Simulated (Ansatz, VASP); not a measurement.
## One calculation of Hf3Be, two programs

```
Hf Be
1.0
    -2.09200    2.09200    4.35305
     2.09200   -2.09200    4.35305
     2.09200    2.09200   -4.35305
Hf Be
3 1
Direct
  0.50000 0.50000 0.00000
  0.25000 0.75000 0.50000
  0.75000 0.25000 0.50000
  0.00000 0.00000 0.00000
```

Alike in both runs: functional PBEsol; k mesh 5 × 5 × 5; occupations fermi-dirac, width 0.05 eV; no spin polarisation.

|  | VASP | Ansatz |
| --- | --- | --- |
| version | VASP 6.6.1 | Ansatz 0.2.0 |
| potentials or method | VASP PAW PBE potentials, release 64 (Hf_pv, Be) | Ansatz PAW |
| plane-wave cutoff (eV) | 520 | 420 |
| valence electrons in the cell | 32 | 80 |
| task | single point | projected density of states |

|  | VASP | Ansatz | Ansatz less VASP |
| --- | --- | --- | --- |
| gap on the k mesh at the Fermi level (eV) | none | none | - |
| pressure (GPa) | -4.4 | -4.2 | +0.24 |
| traceless stress, the component that is largest in VASP (GPa) | 0.44 | 0.40 | -0.037 |

VASP's potentials were made for PBE, not for PBEsol. A gap of «none» marks a metal or a gap that the smearing closes. With one functional, cell and mesh, what is left measures potentials, basis and numerics. VASP's potentials hold 32 valence electrons a cell and Ansatz's 80, so a difference there can come from the potentials and not from the codes.

The k mesh is coarse, so the values compare programs but aren't converged. Neither program's run includes spin-orbit coupling.
